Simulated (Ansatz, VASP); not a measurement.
**Pd: VASP beside Ansatz**

```
CELL_PARAMETERS angstrom
0.00000 1.94650 1.94650
1.94650 0.00000 1.94650
1.94650 1.94650 0.00000
ATOMIC_POSITIONS crystal
Pd 0.00000 0.00000 0.00000
```

Alike in both runs: task single point; functional PBE0; k mesh 5 × 5 × 5; occupations fermi-dirac, width 0.05 eV; non-collinear spin, spin-orbit coupling.

|  | VASP | Ansatz |
| --- | --- | --- |
| version | VASP 6.6.1 | Ansatz 0.2.0 |
| potentials or method | VASP PAW PBE potentials, release 64 (Pd) | Ansatz PAW |
| plane-wave cutoff (eV) | 520 | 420 |
| valence electrons in the cell | 10 | 18 |

```tsv
	VASP	Ansatz	Ansatz less VASP
pressure (GPa)	7.8	7.8	-0.07
net moment per atom (μB)	0.04	0.00	-0.039
```

VASP's potentials hold 10 valence electrons a cell and Ansatz's 18, so a difference there can come from the potentials and not from the codes.

The k mesh is coarse, so the values compare programs but aren't converged.
